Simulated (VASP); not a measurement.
Write the native input for VASP 6.6.1 that does the following.

| Item | Value |
| --- | --- |
| Task | single point |
| Functional | PBEsol |
| Potentials or basis | VASP PAW PBE potentials, release 64 (Ag, Br) |
| Cutoff | 500 eV |
| k mesh | 8 × 8 × 8 |
| Occupations | gaussian, width 0.02 eV |
| Spin | no spin polarisation |
| Dipole correction | no |
| Further INCAR settings | ALGO = Normal; EDIFF = 1e-06; NBANDS = 16 |

The structure of AgBr lies in POSCAR:

```
AgBr
1.0
    0.0000000000      2.9216612883      2.9216612883
    2.9216612883      0.0000000000      2.9216612883
    2.9216612883      2.9216612883      0.0000000000
Ag Br
1 1
Direct
    0.0000000000      0.0000000000      0.0000000000
    0.5000000000      0.5000000000      0.5000000000
```

These files were run (other wordings do the same):

INCAR

```
SYSTEM = AgBr
PREC = Accurate
ENCUT = 500
EDIFF = 1E-6
ISMEAR = 0
SIGMA = 0.02
LREAL = .False.
LASPH = .True.
NELM = 120
ALGO = Normal
ISIF = 2
LWAVE = .False.
LCHARG = .False.
GGA = PS
NBANDS = 16
GGA_COMPAT = .False.
```

KPOINTS

```
regular mesh
0
Gamma
  8 8 8
  0 0 0
```

Potentials or basis: VASP PAW PBE potentials, release 64 (Ag, Br).

Launch:

```bash
$ cat potpaw_PBE.64/Ag/POTCAR potpaw_PBE.64/Br/POTCAR > POTCAR
$ mpirun -np 1 vasp_std > vasp.out
```

Results of the run:

* Pressure: -3.7 GPa
* Band gap on the k mesh: 0.52 eV, indirect (least direct gap 2.28 eV)

Caveat: the PAW data sets were made with another functional, which shifts forces and pressure a little.

It took 8.9 s on 1 thread of Intel(R) Xeon(R) 6975P-C (Granite Rapids) (shared host), peak memory 0.17 GiB.
